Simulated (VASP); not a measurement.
# Na (Im-3m) in VASP: a series of runs

Na is run at these levels: HSE06; tasks: single point.

All numbers are computed with VASP 6.6.1; they aren't measurements. Logs are shortened: lines on timing, memory, paths and dates and some standing lists are left out, and cuts for length are marked.

**1. The cell of the first run**

It takes space group Im-3m (No. 229, cubic). Conventional cell: a = 4.085 Å, b = 4.085 Å, c = 4.085 Å, α = 90.00°, β = 90.00°, γ = 90.00°. Within 4.6 Å of Na (site symmetry m-3m) lie 14 Na at 3.54 to 4.08 Å.

**2. Single point, HSE06**

File POSCAR:

```
Na
1.0
   -2.0424365351      2.0424365351      2.0424365351
    2.0424365351     -2.0424365351      2.0424365351
    2.0424365351      2.0424365351     -2.0424365351
Na
1
Direct
    0.0000000000      0.0000000000      0.0000000000
```

File INCAR.step1:

```
SYSTEM = Na
PREC = Accurate ; ENCUT = 400
EDIFF = 1E-5 ; ISMEAR = -1
SIGMA = 0.1 ; LREAL = .FALSE.
LASPH = .TRUE. ; NELM = 120
ALGO = Normal ; ISIF = 2
LWAVE = .TRUE. ; GGA = PE
NBANDS = 10 ; GGA_COMPAT = .FALSE.
```

File INCAR.step2:

```
SYSTEM = Na
PREC = Accurate ; ENCUT = 400
EDIFF = 1E-6 ; ISMEAR = -1
SIGMA = 0.1 ; LREAL = .FALSE.
LASPH = .TRUE. ; NELM = 120
ALGO = Normal ; ISIF = 2
LWAVE = .FALSE. ; LCHARG = .TRUE.
GGA = PE ; LHFCALC = .TRUE.
HFSCREEN = 0.2079 ; PRECFOCK = Normal
LELF = .TRUE. ; LVHAR = .TRUE.
ISTART = 1 ; NBANDS = 10
GGA_COMPAT = .FALSE.
```

File KPOINTS:

```
Automatic mesh
0
G
  6 6 6
  0 0 0
```

Potentials or basis: VASP PAW PBE potentials, release 64 (Na_pv).

Command:

```
> cat potpaw_PBE.64/Na_pv/POTCAR > POTCAR
> cp INCAR.step1 INCAR
> mpirun -np 1 vasp_std > vasp.out
> cp INCAR.step2 INCAR
> mpirun -np 1 vasp_std > vasp.out
```

OUTCAR:

```text
SYSTEM = Na
   PREC = Accurate
   ENCUT = 400
   EDIFF = 1E-6
   ISMEAR = -1
   LREAL = .FALSE.
   LASPH = .TRUE.
   NELM = 120
   ISIF = 2
   GGA = PE
   LHFCALC = .TRUE.
   HFSCREEN = 0.2079
   PRECFOCK = Normal
   ISTART = 1

 ion  position               nearest neighbor table
   1  0.000  0.000  0.000-

  LATTYP: Found a body centered cubic cell.
 ALAT       =     4.0848730702

  Lattice vectors:

 A1 = (  -2.0424365351,   2.0424365351,   2.0424365351)
 A2 = (   2.0424365351,  -2.0424365351,   2.0424365351)
 A3 = (   2.0424365351,   2.0424365351,  -2.0424365351)

Analysis of symmetry for initial positions (statically):
=====================================================================
 Subroutine PRICEL returns:
 Original cell was already a primitive cell.

 Routine SETGRP: Setting up the symmetry group for a
 body centered cubic supercell.

 Subroutine GETGRP returns: Found 48 space group operations
 (whereof 48 operations were pure point group operations)
 out of a pool of 48 trial point group operations.

The static configuration has the point symmetry O_h .

Analysis of symmetry for dynamics (positions and initial velocities):
=====================================================================
 Subroutine PRICEL returns:
 Original cell was already a primitive cell.

 Routine SETGRP: Setting up the symmetry group for a
 body centered cubic supercell.

 Subroutine GETGRP returns: Found 48 space group operations
 (whereof 48 operations were pure point group operations)
 out of a pool of 48 trial point group operations.

The dynamic configuration has the point symmetry O_h .

 Subroutine INISYM returns: Found 48 space group operations
 (whereof 48 operations are pure point group operations),
 and found     1 'primitive' translations

----------------------------------------------------------------------------------------

                                     Primitive cell

  volume of cell :      34.0805

  direct lattice vectors                    reciprocal lattice vectors
    -2.042436535  2.042436535  2.042436535     0.000000000  0.244805648  0.244805648
     2.042436535 -2.042436535  2.042436535     0.244805648  0.000000000  0.244805648
     2.042436535  2.042436535 -2.042436535     0.244805648  0.244805648  0.000000000

  length of vectors
     3.537603850  3.537603850  3.537603850     0.346207468  0.346207468  0.346207468

  position of ions in fractional coordinates (direct lattice)
     0.000000000  0.000000000  0.000000000

  ion indices of the primitive-cell ions
   primitive index   ion index
                 1           1

----------------------------------------------------------------------------------------

 KPOINTS: Automatic mesh

Automatic generation of k-mesh.
 Grid dimensions read from file:
 generate k-points for:    6    6    6

 Generating k-lattice:

  Cartesian coordinates                     Fractional coordinates (reciprocal lattice)
     0.000000000  0.040800941  0.040800941     0.166666667  0.000000000  0.000000000
     0.040800941  0.000000000  0.040800941     0.000000000  0.166666667  0.000000000
     0.040800941  0.040800941  0.000000000     0.000000000  0.000000000  0.166666667

  Length of vectors
     0.057701245  0.057701245  0.057701245

  Shift w.r.t. Gamma in fractional coordinates (k-lattice)
     0.000000000  0.000000000  0.000000000

 Subroutine IBZKPT returns following result:
 ===========================================

 Found     16 irreducible k-points:

 Following reciprocal coordinates:
            Coordinates               Weight
  0.000000  0.000000  0.000000      1.000000
  0.166667  0.000000  0.000000     12.000000
  0.333333  0.000000  0.000000     12.000000
  0.500000  0.000000  0.000000      6.000000
  0.166667  0.166667  0.000000     24.000000
  0.333333  0.166667 -0.000000     48.000000
[... 8 lines left out ...]
  0.500000  0.500000  0.333333     12.000000
  0.500000  0.500000  0.500000      1.000000
   k-points           NKPTS =     16   k-points in BZ     NKDIM =    216   number of bands    NBANDS=     10
   number of dos      NEDOS =    301   number of ions     NIONS =      1
   total plane-waves  NPLWV =  13824
   dimension x,y,z NGX =    24 NGY =   24 NGZ =   24
   dimension x,y,z NGXF=    48 NGYF=   48 NGZF=   48
   ions per type =               1
   NGX,Y,Z   is equivalent  to a cutoff of  11.28, 11.28, 11.28 a.u.
   NGXF,Y,Z  is equivalent  to a cutoff of  22.56, 22.56, 22.56 a.u.
 SYSTEM =  Na
   PREC   = accura    normal or accurate (medium, high low for compatibility)
   ISTART =      1    job   : 0-new  1-cont  2-samecut
   ICHARG =      0    charge: 1-file 2-atom 10-const
   ISPIN  =      1    spin polarized calculation?
   LNONCOLLINEAR =      F non collinear calculations
   LSORBIT =      F    spin-orbit coupling
   LASPH  =      T    aspherical Exc in radial PAW
   ENCUT  =  400.0 eV  29.40 Ry    5.42 a.u.   5.77  5.77  5.77*2*pi/ulx,y,z
   NELM   =    120;   NELMIN=  2; NELMDL=  0     # of ELM steps
   EDIFF  = 0.1E-05   stopping-criterion for ELM
   LREAL  =      F    real-space projection
   EDIFFG = 0.1E-04   stopping-criterion for IOM
   NSW    =      0    number of steps for IOM
   IBRION =     -1    ionic relax: 0-MD 1-quasi-New 2-CG
   NFREE  =      0    steps in history (QN), initial steepest desc. (CG)
   ISIF   =      2    stress and relaxation
   ISYM   =      3    0-nonsym 1-usesym 2-fastsym
   POTIM  = 0.5000    time-step for ionic-motion
   TEBEG  =    0.0;   TEEND  =   0.0 temperature during run
   PSTRESS=    0.0 pullay stress
   NELECT =       7.0000    total number of electrons
   NUPDOWN=      -1.0000    fix difference up-down
   EMIN   =  10.00;   EMAX   =-10.00  energy-range for DOS
   EFERMI =   0.00;   METHOD = LEGACY
   ISMEAR =    -1;   SIGMA  =   0.10  broadening in eV -4-tet -1-fermi 0-gaus
   EFERMI_NEDOS =   21; number of points for ismear=-14 and -15
   IALGO  =     38    algorithm
   IMIX   =      1    mixing-type and parameters
     AMIX     =   0.40;   BMIX     =  1.00
     AMIX_MAG =   1.60;   BMIX_MAG =  1.00
  volume/ion in A,a.u.               =      34.08       229.99
  Fermi-wavevector in a.u.,A,eV,Ry     =   0.965915  1.825315 12.694126  0.932992
  Thomas-Fermi vector in A             =   2.095672
   LORBIT       =      0    0 simple, 1 ext, 2 COOP (PROOUT), +10 PAW based schemes
   GGA     = PE    functional components
   LHFCALC =     T    Hartree Fock is set to
   PRECFOCK=normal    Normal, Fast or Accurate (Low or Medium for compatibility)
   ENCUT4O =  -1.0   cutoff for four orbital integrals eV
   NKREDX  =     1    reduce k-point grid by
   NKREDY  =     1    reduce k-point grid by
   NKREDZ  =     1    reduce k-point grid by
   AEXX    =    0.2500 exact exchange contribution
   HFSCREEN=    0.2079 screening length (either q_TF or 0.3 A-1)
   HFSCREENC=   0.2079 screening length for correlation (either q_TF or 0.3 A-1)
   ENCUTFOCK=  -1.0 apply spherical cutoff to Coloumb kernel
   IVDW    =     0    specifies the selected vdW correction
   LEPSILON=     F    determine dielectric tensor
   LRPA    =     F    only Hartree local field effects (RPA)
 non-spin polarized calculation
  energy-cutoff  :      400.00
  volume of cell :       34.08
 maximum number of plane-waves:       632
  NGX = 18; NGY = 18; NGZ = 18

 number of electron       7.0000012 magnetization

 Free energy of the ion-electron system (eV)
  ---------------------------------------------------
  ext. energy  EPLUGINS =         0.00000000
  ---------------------------------------------------
  free energy    TOTEN  =        -1.37547803 eV

  energy without entropy =       -1.34464847  energy(sigma->0) =       -1.36006325

 E-fermi :   0.6294     XC(G=0):  -5.6948

 val. band max:        0.1003907620   @ k =   0.1667   0.1667   0.1667
 cond. band min:       0.6543669997   @ k =   0.3333   0.1667  -0.0000
 fundamental gap:      0.5539762378
 Fermi energy:         0.6294155643

 k-point     1 :       0.0000    0.0000    0.0000
  band No.  band energies     occupation
      1     -27.2553      2.00000
      2     -27.2553      2.00000
      3     -27.2553      2.00000
      4      -3.4648      2.00000
      5      13.5274      0.00000
      6      13.5274      0.00000
      7      13.5274      0.00000
      8      14.5483      0.00000
      9      14.5483      0.00000
     10      15.0848      0.00000

 k-point     2 :       0.1667    0.0000    0.0000
  band No.  band energies     occupation
      1     -27.2666      2.00000
      2     -27.2588      2.00000
      3     -27.2551      2.00000
      4      -2.8456      2.00000
      5       9.5966      0.00000
      6      11.6764      0.00000
      7      12.4175      0.00000
      8      12.6700      0.00000
      9      13.6649      0.00000
     10      15.9143      0.00000

 k-point     3 :       0.3333    0.0000    0.0000
  band No.  band energies     occupation
      1     -27.2888      2.00000
      2     -27.2660      2.00000
      3     -27.2549      2.00000
      4      -1.0409      2.00000
      5       5.3686      0.00000
      6      10.1979      0.00000
      7      11.3390      0.00000
      8      11.3509      0.00000
      9      12.6774      0.00000
     10      17.1185      0.00000

 k-point     4 :       0.5000    0.0000    0.0000
  band No.  band energies     occupation
      1     -27.2996      2.00000
      2     -27.2695      2.00000
      3     -27.2547      2.00000
      4       1.4696      0.00045
      5       2.1011      0.00000
      6       9.6975      0.00000
      7      10.9109      0.00000
      8      10.9679      0.00000
      9      12.2238      0.00000
     10      18.2753      0.00000
[... 118 lines left out ...]
 k-point    14 :      -0.3333    0.3333    0.3333
  band No.  band energies     occupation
      1     -27.2839      2.00000
      2     -27.2782      2.00000
      3     -27.2782      2.00000
      4       1.2126      0.00585
      5       6.6858      0.00000
      6       7.1293      0.00000
      7       7.1293      0.00000
      8       9.0788      0.00000
      9      13.7057      0.00000
     10      17.5148      0.00000

 k-point    15 :       0.5000    0.5000    0.3333
  band No.  band energies     occupation
      1     -27.2898      2.00000
      2     -27.2824      2.00000
      3     -27.2787      2.00000
      4       3.4819      0.00000
      5       4.1209      0.00000
      6       6.6847      0.00000
      7       7.2155      0.00000
      8       9.3423      0.00000
      9      11.4988      0.00000
     10      17.6540      0.00000

 k-point    16 :       0.5000    0.5000    0.5000
  band No.  band energies     occupation
      1     -27.2863      2.00000
      2     -27.2863      2.00000
      3     -27.2863      2.00000
      4       5.6522      0.00000
      5       5.6522      0.00000
      6       6.2425      0.00000
      7       6.2425      0.00000
      8       6.2425      0.00000
      9       9.6433      0.00000
     10      21.8526      0.00000

------------------------ aborting loop because EDIFF is reached ----------------------------------------

  FORCE on cell =-STRESS in cart. coord.  units (eV):
  Direction    XX          YY          ZZ          XY          YZ          ZX
  --------------------------------------------------------------------------------------
  -------------------------------------------------------------------------------------
  Total        0.1711390      0.1711390      0.1711390      0.0000000      0.0000000      0.0000000
  in kB        8.0455143      8.0455143      8.0455143      0.0000000      0.0000000      0.0000000
  external PRESSURE =       8.0455143 kB  Pullay stress =       0.0000000 kB

 VOLUME and BASIS-vectors are now :
 -----------------------------------------------------------------------------
  energy-cutoff  :      400.00
  volume of cell :       34.08
      direct lattice vectors                 reciprocal lattice vectors
    -2.042436535  2.042436535  2.042436535     0.000000000  0.244805648  0.244805648
     2.042436535 -2.042436535  2.042436535     0.244805648  0.000000000  0.244805648
     2.042436535  2.042436535 -2.042436535     0.244805648  0.244805648  0.000000000

 POSITION                                       TOTAL-FORCE (eV/Angst)
 -----------------------------------------------------------------------------------
      0.00000      0.00000      0.00000         0.000000     -0.000000      0.000000
 -----------------------------------------------------------------------------------
    total drift:                                0.000001      0.000001     -0.000001

  FREE ENERGIE OF THE ION-ELECTRON SYSTEM (eV)
  ---------------------------------------------------
  free  energy   TOTEN  =        -1.3754780322 eV

  energy  without entropy=       -1.3446484704  energy(sigma->0) =       -1.36006325
```

It took 78 s on 1 thread of Intel Xeon 6975P-C (Granite Rapids), shared host; peak memory 0.23 GiB.

Results:

* Free energy: -1.3755 eV
* Pressure: 0.8 GPa
* Band gap on the k mesh: zero (an odd number of electrons rules out a gap without spin polarisation)

Caveat: the k points lie up to 0.36 Å⁻¹ apart, too coarse for converged energies and pressures of a metal; the PAW data sets were made with another functional, which shifts forces and pressure a little.

**3. Single point, HSE06**

This run uses another cell than the first one, of 35.19 Å³/atom.

File POSCAR:

```
Na
1.0
   -2.0643999022      2.0643999022      2.0643999022
    2.0643999022     -2.0643999022      2.0643999022
    2.0643999022      2.0643999022     -2.0643999022
Na
1
Direct
    0.0000000000      0.0000000000      0.0000000000
```

File INCAR.step1:

```
SYSTEM = Na
ALGO = Normal ; EDIFF = 1E-5
ENCUT = 400 ; GGA = PE
GGA_COMPAT = .False. ; ISIF = 2
ISMEAR = -1 ; LASPH = .True.
LREAL = .False. ; LWAVE = .True.
NBANDS = 10 ; NELM = 120
PREC = Accurate ; SIGMA = 0.1
```

File INCAR.step2:

```
SYSTEM = Na
ALGO = Normal ; EDIFF = 1E-6
ENCUT = 400 ; GGA = PE
GGA_COMPAT = .False. ; HFSCREEN = 0.2079
ISIF = 2 ; ISMEAR = -1
ISTART = 1 ; LASPH = .True.
LCHARG = .True. ; LELF = .True.
LHFCALC = .True. ; LREAL = .False.
LVHAR = .True. ; LWAVE = .False.
NBANDS = 10 ; NELM = 120
PREC = Accurate ; PRECFOCK = Normal
SIGMA = 0.1
```

File KPOINTS:

```
k-points
0
Gamma
  6 6 6
  0 0 0
```

Potentials or basis: VASP PAW PBE potentials, release 64 (Na_pv).

Command:

```
> cat potpaw_PBE.64/Na_pv/POTCAR > POTCAR
> cp INCAR.step1 INCAR
> mpirun -np 1 vasp_std > vasp.out
> cp INCAR.step2 INCAR
> mpirun -np 1 vasp_std > vasp.out
```

Run time: 79 s. Hardware: 1 thread of Intel Xeon 6975P-C (Granite Rapids), shared host; peak memory 0.24 GiB.

The run converged. Its results:

* Free energy: -1.3815 eV
* Pressure: 0.5 GPa
* Band gap on the k mesh: zero (an odd number of electrons rules out a gap without spin polarisation)

Levels at points of the mesh, in eV from the Fermi level:
| k point | band 1 | band 2 | band 3 | band 4 | band 5 | band 6 | band 7 |
| --- | --- | --- | --- | --- | --- | --- | --- |
| (0.00, 0.00, 0.00) | -27.91 | -27.91 | -27.91 | -4.01 | 12.67 | 12.67 | 12.67 |
| (0.50, 0.00, 0.00) | -27.94 | -27.92 | -27.90 | 0.83 | 1.43 | 8.92 | 10.08 |
| (0.50, 0.50, 0.50) | -27.93 | -27.93 | -27.93 | 4.96 | 4.96 | 5.49 | 5.49 |

Caveat: the PAW data sets were made with another functional, which shifts forces and pressure a little.

**4. Single point, HSE06**

This run uses another cell than the first one, of 35.19 Å³/atom.

POSCAR is that of step 3.

File INCAR.step1:

```
PREC = Accurate ; ENCUT = 400
EDIFF = 1E-5 ; ISMEAR = -1
SIGMA = 0.1 ; LREAL = False
LASPH = True ; NELM = 120
ALGO = Normal ; ISIF = 2
LWAVE = True ; LCHARG = False
GGA = PE ; NBANDS = 10
GGA_COMPAT = False
```

File INCAR.step2:

```
PREC = Accurate ; ENCUT = 400
EDIFF = 1E-6 ; ISMEAR = -1
SIGMA = 0.1 ; LREAL = False
LASPH = True ; NELM = 120
ALGO = Normal ; ISIF = 2
LWAVE = False ; LCHARG = False
GGA = PE ; LHFCALC = True
HFSCREEN = 0.2079 ; PRECFOCK = Normal
ISTART = 1 ; NBANDS = 10
GGA_COMPAT = False
```

File KPOINTS:

```
regular mesh
0
Gamma
  6 6 6
```

Potentials or basis: VASP PAW PBE potentials, release 64 (Na_pv).

Command:

```
> cat potpaw_PBE.64/Na_pv/POTCAR > POTCAR
> cp INCAR.step1 INCAR
> mpirun -np 1 vasp_std > vasp.out
> cp INCAR.step2 INCAR
> mpirun -np 1 vasp_std > vasp.out
```

OUTCAR:

```text
PREC = Accurate
   ENCUT = 400
   EDIFF = 1E-6
   ISMEAR = -1
   LREAL = False
   LASPH = True
   NELM = 120
   ISIF = 2
   GGA = PE
   LHFCALC = True
   HFSCREEN = 0.2079
   PRECFOCK = Normal
   ISTART = 1

 ion  position               nearest neighbor table
   1  0.000  0.000  0.000-

  LATTYP: Found a body centered cubic cell.
 ALAT       =     4.1287998044

  Lattice vectors:

 A1 = (  -2.0643999022,   2.0643999022,   2.0643999022)
 A2 = (   2.0643999022,  -2.0643999022,   2.0643999022)
 A3 = (   2.0643999022,   2.0643999022,  -2.0643999022)

Analysis of symmetry for initial positions (statically):
=====================================================================
 Subroutine PRICEL returns:
 Original cell was already a primitive cell.

 Routine SETGRP: Setting up the symmetry group for a
 body centered cubic supercell.

 Subroutine GETGRP returns: Found 48 space group operations
 (whereof 48 operations were pure point group operations)
[... 162 lines left out ...]
 val. band max:        0.0101082118   @ k =   0.1667   0.1667   0.1667
 cond. band min:       0.5534927902   @ k =   0.3333   0.1667   0.0000
 fundamental gap:      0.5433845784
 Fermi energy:         0.5285608577

 k-point     1 :       0.0000    0.0000    0.0000
  band No.  band energies     occupation
      1     -27.3768      2.00000
      2     -27.3768      2.00000
      3     -27.3768      2.00000
      4      -3.4818      2.00000
      5      13.2001      0.00000
      6      13.2001      0.00000
      7      13.2001      0.00000
      8      14.2020      0.00000
      9      14.2020      0.00000
     10      14.7256      0.00000
[... 183 lines left out ...]
 k-point    16 :       0.5000    0.5000    0.5000
  band No.  band energies     occupation
      1     -27.4054      2.00000
      2     -27.4054      2.00000
      3     -27.4054      2.00000
      4       5.4926      0.00000
      5       5.4926      0.00000
      6       6.0179      0.00000
      7       6.0179      0.00000
      8       6.0179      0.00000
      9       9.2537      0.00000
     10      21.3519      0.00000

------------------------ aborting loop because EDIFF is reached ----------------------------------------

  FORCE on cell =-STRESS in cart. coord.  units (eV):
  Direction    XX          YY          ZZ          XY          YZ          ZX
  --------------------------------------------------------------------------------------
  -------------------------------------------------------------------------------------
  Total        0.1038667      0.1038667      0.1038667     -0.0000000     -0.0000000     -0.0000000
  in kB        4.7287390      4.7287390      4.7287390     -0.0000000     -0.0000000     -0.0000000
  external PRESSURE =       4.7287390 kB  Pullay stress =       0.0000000 kB

 VOLUME and BASIS-vectors are now :
 -----------------------------------------------------------------------------
  energy-cutoff  :      400.00
  volume of cell :       35.19
      direct lattice vectors                 reciprocal lattice vectors
    -2.064399902  2.064399902  2.064399902     0.000000000  0.242201135  0.242201135
     2.064399902 -2.064399902  2.064399902     0.242201135  0.000000000  0.242201135
     2.064399902  2.064399902 -2.064399902     0.242201135  0.242201135  0.000000000

 POSITION                                       TOTAL-FORCE (eV/Angst)
 -----------------------------------------------------------------------------------
      0.00000      0.00000      0.00000         0.000000      0.000000      0.000000
 -----------------------------------------------------------------------------------
    total drift:                                0.000000      0.000000      0.000000

  FREE ENERGIE OF THE ION-ELECTRON SYSTEM (eV)
  ---------------------------------------------------
  free  energy   TOTEN  =        -1.3814758046 eV

  energy  without entropy=       -1.3506102334  energy(sigma->0) =       -1.36604302
```

Run time: 79 s. Hardware: 1 thread of Intel Xeon 6975P-C (Granite Rapids), shared host; peak memory 0.23 GiB.

Results:

```
Free energy            : -1.3815 eV
Pressure               : 0.5 GPa
Band gap on the k mesh : zero (an odd number of electrons rules out a gap without spin polarisation)
```

Caveat: the PAW data sets were made with another functional, which shifts forces and pressure a little.

The gap in the log of VASP goes by the Fermi energy; the results here count the filled bands.